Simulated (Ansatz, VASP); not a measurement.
**SiNi: VASP beside Ansatz**

```
Si Ni
1.0
     5.10397    0.00000    0.00000
     0.00000    3.34760    0.00000
     0.00000    0.00000    5.53324
Si Ni
4 4
Direct
  0.32122 0.75000 0.08577
  0.17878 0.25000 0.58577
  0.82122 0.75000 0.41423
  0.67878 0.25000 0.91423
  0.00921 0.25000 0.18744
  0.49079 0.75000 0.68744
  0.50921 0.25000 0.31256
  0.99079 0.75000 0.81256
```

Alike in both runs: task electric field gradients; functional PBEsol; k mesh 8 × 10 × 6; occupations fermi-dirac, width 0.15 eV; no spin polarisation.

|  | VASP | Ansatz |
| --- | --- | --- |
| version | VASP 6.6.1 | Ansatz 0.2.0 |
| potentials or method | VASP PAW PBE potentials, release 64 (Si, Ni), cutoff 520 eV | scalar-relativistic, plane waves, PAW |
| valence electrons in the cell | 56 | 88 |

```csv
,VASP,Ansatz,Ansatz less VASP
gap on the k mesh at the Fermi level (eV),none,none,-
pressure (GPa),0.2,0.0,-0.20
"traceless stress, the component that is largest in VASP (GPa)",-0.09,0.00,+0.092
rms of the force components (eV/Å),0.006,0.000,-0.0054
size of Vzz on the site where it differs most (V/Å²),7.7,7.2,-0.49
```

VASP's potentials were made for PBE, not for PBEsol. Atom by atom the forces differ by 0.006 eV/Å (rms over components). A gap of «none» marks a metal or a gap that the smearing closes. The functional is the same, so the differences come from potentials, cutoffs and numerics. VASP's potentials hold 56 valence electrons a cell and Ansatz's 88, so a difference there can come from the potentials and not from the codes.
